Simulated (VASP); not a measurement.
Cs8Sn3Pb5Br24:

```
Cs Sn Pb Br
1.0
    11.66327    0.00000    0.00000
     0.00000   11.66327    0.00000
     0.00000    0.00000   11.66327
Cs Sn Pb Br
8 3 5 24
Direct
  0.00209 0.99780 0.00233
  0.00063 0.00196 0.50448
  0.00134 0.49791 0.00119
  0.99775 0.49918 0.50054
  0.50091 0.00243 0.00234
  0.49966 0.00147 0.50016
  0.49999 0.49847 0.00023
  0.50038 0.50165 0.49704
  0.24983 0.24932 0.25063
  0.25039 0.24973 0.74942
  0.24964 0.74682 0.75410
  0.24989 0.75010 0.24922
  0.75379 0.24842 0.25077
  0.74737 0.25013 0.75184
  0.75114 0.75062 0.25053
  0.75273 0.74944 0.74913
  0.24903 0.24896 0.00090
  0.25076 0.25171 0.49804
  0.25105 0.74962 0.99927
  0.25057 0.74770 0.49850
  0.75114 0.24960 0.99768
  0.74819 0.25265 0.49874
  0.75112 0.74748 0.00170
  0.74905 0.75038 0.49913
  0.99706 0.25178 0.25039
  0.00022 0.25117 0.74921
  0.99953 0.74954 0.24699
  0.00169 0.75092 0.75025
  0.49949 0.24897 0.24943
  0.49747 0.25032 0.74949
  0.50233 0.74937 0.24857
  0.50305 0.74752 0.74804
  0.25328 0.99912 0.25111
  0.25112 0.99702 0.75159
  0.24991 0.50052 0.25010
  0.25291 0.50177 0.75019
  0.74693 0.99895 0.25335
  0.75078 0.00152 0.74999
  0.74860 0.50049 0.25092
  0.74980 0.50321 0.74852
```

```yaml
Program: VASP 6.6.1
Task: relaxation of volume and atoms at fixed shape
Functional: PBEsol
Potentials_or_basis: VASP PAW PBE potentials, release 64 (Cs_sv, Sn_d, Pb_d, Br)
Cutoff: 500 eV
k_mesh: 1 × 1 × 1, shifted
Occupations: fermi-dirac, width 0.05 eV
Spin: no spin polarisation
```

At the start: pressure -0.1 GPa; volume 39.66 Å³/atom.

**Question.** Where does the relaxation end?

**Answer.** Over 7 steps the energy falls by 2.5 meV/atom and the volume is 39.45 Å³/atom (-0.6 %); space group Pm (No. 6, to 0.1 Å) before and after.

The path:
| step | energy change (eV) | largest force (eV/Å) | pressure (GPa) | volume (Å³) |
| --- | --- | --- | --- | --- |
| 1 | 0.0000 | 0.4426 | -0.10 | 1586.57 |
| 2 | -0.0531 | 0.2878 | -0.04 | 1580.72 |
| 3 | -0.0905 | 0.0837 | 0.14 | 1566.84 |
| 4 | -0.0930 | 0.0801 | 0.10 | 1569.62 |
| 5 | -0.0977 | 0.0488 | 0.00 | 1576.77 |
| 6 | -0.0980 | 0.0443 | -0.03 | 1578.63 |
| 7 | -0.0992 | 0.0219 | -0.02 | 1577.83 |

Final structure:
```yaml
crystal:
  lattice:
    - [11.64180, 0.00000, 0.00000]
    - [0.00000, 11.64180, 0.00000]
    - [0.00000, 0.00000, 11.64180]
  atoms:
    - { symbol: Cs, position: [0.00235, 0.99782, 0.00197] }
    - { symbol: Cs, position: [0.00092, 0.00184, 0.50475] }
    - { symbol: Cs, position: [0.00139, 0.49796, 0.00116] }
    - { symbol: Cs, position: [0.99808, 0.49922, 0.50059] }
    - { symbol: Cs, position: [0.50062, 0.00222, 0.00225] }
    - { symbol: Cs, position: [0.49943, 0.00117, 0.50022] }
    - { symbol: Cs, position: [0.49989, 0.49879, 0.00017] }
    - { symbol: Cs, position: [0.50013, 0.50188, 0.49721] }
    - { symbol: Sn, position: [0.25047, 0.24988, 0.25010] }
    - { symbol: Sn, position: [0.24942, 0.24908, 0.74991] }
    - { symbol: Sn, position: [0.25173, 0.74847, 0.75075] }
    - { symbol: Pb, position: [0.25086, 0.74952, 0.25071] }
    - { symbol: Pb, position: [0.75004, 0.24966, 0.25005] }
    - { symbol: Pb, position: [0.74894, 0.25106, 0.74978] }
    - { symbol: Pb, position: [0.75065, 0.74966, 0.25012] }
    - { symbol: Pb, position: [0.75136, 0.75077, 0.75021] }
    - { symbol: Br, position: [0.24898, 0.24903, 0.99965] }
    - { symbol: Br, position: [0.25053, 0.25128, 0.49963] }
    - { symbol: Br, position: [0.25102, 0.74963, 0.99688] }
    - { symbol: Br, position: [0.25021, 0.74780, 0.50255] }
    - { symbol: Br, position: [0.75095, 0.24960, 0.99983] }
    - { symbol: Br, position: [0.74832, 0.25244, 0.49981] }
    - { symbol: Br, position: [0.75118, 0.74788, 0.00001] }
    - { symbol: Br, position: [0.74954, 0.75041, 0.50020] }
    - { symbol: Br, position: [0.00279, 0.25122, 0.25034] }
    - { symbol: Br, position: [0.00213, 0.25108, 0.74885] }
    - { symbol: Br, position: [0.00087, 0.74983, 0.24703] }
    - { symbol: Br, position: [0.00492, 0.75062, 0.75014] }
    - { symbol: Br, position: [0.49669, 0.24922, 0.24923] }
    - { symbol: Br, position: [0.49582, 0.25026, 0.74989] }
    - { symbol: Br, position: [0.50045, 0.74923, 0.24850] }
    - { symbol: Br, position: [0.49889, 0.74799, 0.74850] }
    - { symbol: Br, position: [0.25265, 0.00277, 0.25092] }
    - { symbol: Br, position: [0.25098, 0.99928, 0.75130] }
    - { symbol: Br, position: [0.25005, 0.49683, 0.24983] }
    - { symbol: Br, position: [0.25234, 0.49912, 0.75059] }
    - { symbol: Br, position: [0.74737, 0.99986, 0.25301] }
    - { symbol: Br, position: [0.75080, 0.00104, 0.74992] }
    - { symbol: Br, position: [0.74874, 0.49955, 0.25089] }
    - { symbol: Br, position: [0.75011, 0.50081, 0.74862] }
```

Caveat: the PAW data sets were made with another functional, which shifts forces and pressure a little.
